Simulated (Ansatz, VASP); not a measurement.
AgCl: VASP beside Ansatz

The input INCAR:

```
PREC = Accurate
ENCUT = 520
EDIFF = 1E-7
ISMEAR = 0
SIGMA = 0.05
LREAL = False
LASPH = True
NELM = 100
ALGO = Normal
ISIF = 2
LWAVE = False
LCHARG = True
GGA = PE
LELF = True
LVHAR = True
NBANDS = 16
```

File KPOINTS:

```
regular mesh
0
Gamma
  8 8 8
```

Contents of POSCAR:

```
AgCl
1.0
    0.0000000000      2.8130379079      2.8130379079
    2.8060228508      0.0070150571      2.8060228508
    2.8060228508      2.8060228508      0.0070150571
Ag Cl
1 1
Direct
    0.5000000000      0.5000000000      0.5000000000
    0.0000000000      0.0000000000      0.0000000000
```

Input for Ansatz:

```yaml
crystal:
  lattice:
    - [0.0, 2.8130379079, 2.8130379079]
    - [2.8060228508, 0.0070150571, 2.8060228508]
    - [2.8060228508, 2.8060228508, 0.0070150571]
  atoms:
    - { symbol: Ag, position: [0.5, 0.5, 0.5] }
    - { symbol: Cl, position: [0.0, 0.0, 0.0] }
basis:
  ecutwfc: 420
kpoints:
  mp_grid: { grid: [8, 8, 8] }
hamiltonian:
  xc: pbe
scf:
  occupations: { method: gaussian, width: 0.05 }
output:
  forces: true
  stress: true
  eigenvalues: true
```

Change from the starting cell: strain +0.0050 x Voigt [0, 0, 0, 1, 0, 0], atoms carried along.

Alike in both runs: task single point; functional PBE; k mesh 8 × 8 × 8; occupations gaussian, width 0.05 eV; no spin polarisation.

|  | VASP | Ansatz |
| --- | --- | --- |
| version | VASP 6.6.1 | Ansatz 0.2.0 |
| potentials or method | VASP PAW PBE potentials, release 64 (Ag, Cl), cutoff 520 eV | scalar-relativistic, plane waves, PAW |
| valence electrons in the cell | 18 | 26 |

```csv
,VASP,Ansatz,Ansatz less VASP
gap on the k mesh at the Fermi level (eV),0.92,0.92,+0.003
least direct gap on the mesh (eV),3.07,3.07,+0.002
pressure (GPa),-0.1,0.0,+0.13
```

VASP's potentials hold 18 valence electrons a cell and Ansatz's 26, so a difference there can come from the potentials and not from the codes.
